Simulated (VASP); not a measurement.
MgF2: single point with PBE+D3(BJ)

MgF2:

```xyz
6
Lattice="4.6585 0.0000 0.0000 0.0000 4.6585 0.0000 0.0000 0.0000 3.0760" Properties=species:S:1:pos:R:3 pbc="T T T"
Mg    0.0000    0.0000    0.0000
Mg    2.3293    2.3293    1.5380
F     1.4121    1.4121    0.0000
F     0.9172    3.7414    1.5380
F     3.2464    3.2464    0.0000
F     3.7414    0.9172    1.5380
```

```yaml
Program: VASP 6.6.1
Task: single point
Functional: PBE
Dispersion: D3(BJ)
Potentials_or_basis: VASP PAW PBE potentials, release 64 (Mg, F)
Cutoff: 600 eV
k_mesh: 6 × 6 × 8
Occupations: gaussian, width 0.02 eV
Spin: no spin polarisation
```

- Pressure: -1.0 GPa
- Band gap on the k mesh: 6.94 eV
- Dispersion energy per atom: -0.143 eV

Stress tensor (GPa, compression positive):
```
-1.02  0.00  0.00
 0.00 -1.02  0.00
 0.00  0.00 -1.09
```

Levels at points of the mesh, in eV from the valence-band top:
```tsv
k point	band 12	band 13	band 14	band 15	band 16	band 17	band 18	band 19	band 20	band 21
(0.00, 0.00, 0.00)	-1.20	-0.72	-0.32	-0.32	0.00	6.94	12.10	12.10	13.57	14.30
(0.50, 0.00, 0.00)	-1.34	-0.96	-0.96	-0.37	-0.37	9.33	9.33	13.34	13.34	15.36
(0.50, 0.50, 0.00)	-1.25	-0.93	-0.93	-0.74	-0.74	10.97	10.97	11.15	11.15	17.28
(0.00, 0.00, 0.50)	-1.41	-1.11	-1.11	-0.83	-0.83	11.65	11.65	14.80	14.80	15.33
(0.50, 0.00, 0.50)	-1.33	-0.71	-0.71	-0.64	-0.64	12.58	12.58	13.22	13.22	15.66
(0.50, 0.50, 0.50)	-1.38	-0.59	-0.59	-0.47	-0.47	13.05	13.05	13.20	13.20	14.44
```

Run time: 72 s on 1 thread of Intel(R) Xeon(R) Platinum 8259CL CPU @ 2.50GHz (Skylake/Cascade Lake), with other jobs on the host, peak memory 0.25 GiB.

A k mesh can miss the band edges.
